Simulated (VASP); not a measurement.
Here is a VASP 6.6.1 calculation.

INCAR

```
SYSTEM = CuO
  PREC = Accurate
  ENCUT = 820
  EDIFF = 1E-6
  ISMEAR = -1
  SIGMA = 0.05
  LREAL = .False.
  LASPH = .True.
  NELM = 120
  ALGO = Normal
  ISIF = 2
  LWAVE = .False.
  LCHARG = .True.
  GGA = PE
  IVDW = 12
  LELF = .True.
  LVHAR = .True.
  NBANDS = 33
  GGA_COMPAT = .False.
```

The input KPOINTS:

```
regular mesh
0
Gamma
  10 10 5
  0 0 0
```

Contents of POSCAR:

```
CuO
1.0
    2.3726673498     -1.7338196878      0.0000000000
    2.3726673498      1.7338196878      0.0000000000
   -0.8612132810      0.0000000000      5.1244279405
Cu O
2 2
Direct
    0.5000000000      0.0000000000      0.5000000000
    0.0000000000      0.5000000000      0.0000000000
    0.4184000000      0.5816000000      0.7500000000
    0.5816000000      0.4184000000      0.2500000000
```

Potentials or basis: VASP PAW PBE potentials, release 64 (Cu_sv_GW, O).

Command:

```bash
$ cat potpaw_PBE.64/Cu_sv_GW/POTCAR potpaw_PBE.64/O/POTCAR > POTCAR
$ mpirun -np 1 vasp_std > vasp.out
```

(1) What does it give for the largest force?

(2) Estimate the dispersion energy per atom.

Answers

(1) 0.371 eV/Å.

(2) -0.272 eV.

Caveat: the cell stands under tension.
